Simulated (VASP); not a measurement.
A run of VASP 6.6.1 is set up as follows.

Contents of INCAR:

```
  PREC = Accurate
  ENCUT = 600
  EDIFF = 1E-6
  ISMEAR = -1
  SIGMA = 0.1
  LREAL = F
  LASPH = T
  NELM = 60
  ALGO = Normal
  ISIF = 3
  LWAVE = F
  LCHARG = F
  GGA = PE
  IBRION = 2
  NSW = 60
  EDIFFG = -0.005
  PSTRESS = 150.0
```

The input KPOINTS:

```
Automatic mesh
0
Gamma
  13 13 13
```

The input POSCAR:

```
CdS
1.0
    3.2334901166      0.0000000000      0.0000000000
    0.0000000000      3.2334901166      0.0000000000
    0.0000000000      0.0000000000      3.2334901166
Cd S
1 1
Direct
    0.0000000000      0.0000000000      0.0000000000
    0.5000000000      0.5000000000      0.5000000000
```

Potentials or basis: VASP PAW PBE potentials, release 64 (Cd, S).

Command:

```bash
$ cat potpaw_PBE.64/Cd/POTCAR potpaw_PBE.64/S/POTCAR > POTCAR
$ mpirun -np 1 vasp_std > vasp.out
```

Q: Estimate the relaxed volume.

A: 17.12 Å³/atom.

Q: Predict the space group after relaxing (to 0.05 Å).

A: Pm-3m (No. 221).

Q: What does it give for the relaxed cell?

A: a = 3.247 Å, b = 3.247 Å, c = 3.247 Å, α = 90.00°, β = 90.00°, γ = 90.00°.

Final structure:
```yaml
crystal:
  lattice:
    - [3.24715, 0.00000, 0.00000]
    - [0.00000, 3.24715, 0.00000]
    - [0.00000, 0.00000, 3.24715]
  atoms:
    - { symbol: Cd, position: [0.00000, 0.00000, 0.00000] }
    - { symbol: S, position: [0.50000, 0.50000, 0.50000] }
```

Caveat: the cell is relaxed towards a set pressure, so the enthalpy falls and the energy may rise.
